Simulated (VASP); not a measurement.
A run of VASP 6.6.1:

POSCAR

```
Ti
1.0
    0.0000000000      1.9488000000      1.8676000000
    1.9488000000      0.0000000000      1.8676000000
    1.9488000000      1.9488000000      0.0000000000
Ti
1
Direct
    0.0000000000      0.0000000000      0.0000000000
```

The input INCAR.step1:

```
  PREC = Accurate
  ENCUT = 520
  ISMEAR = 0
  SIGMA = 0.15
  LREAL = F
  LASPH = T
  NELM = 100
  NBANDS = 12
  GGA = PE
  ALGO = Normal
  EDIFF = 1E-4
  LWAVE = T
  LCHARG = F
```

INCAR.step2

```
  PREC = Accurate
  ENCUT = 520
  EDIFF = 1E-7
  ISMEAR = 0
  SIGMA = 0.15
  LREAL = F
  LASPH = T
  NELM = 100
  ALGO = Normal
  ISIF = 2
  LWAVE = F
  LCHARG = F
  METAGGA = R2SCAN
  LMIXTAU = T
  NBANDS = 12
  ISTART = 1
```

File KPOINTS:

```
Automatic mesh
0
Gamma
  20 20 20
```

Potentials or basis: VASP PAW PBE potentials, release 64 (Ti_sv).

Run with:

```sh
$ cat potpaw_PBE.64/Ti_sv/POTCAR > POTCAR
$ cp INCAR.step1 INCAR
$ mpirun -np 1 vasp_std > vasp.out
$ cp INCAR.step2 INCAR
$ mpirun -np 1 vasp_std > vasp.out
```

Hardware: 1 thread of Intel(R) Xeon(R) 6975P-C (Granite Rapids), on a shared host.

Q: Estimate the wall time of this run.

A: It took 3 min on 1 thread of Intel(R) Xeon(R) 6975P-C (Granite Rapids), with other jobs on the host, peak memory 0.21 GiB. Counts: k points 641.
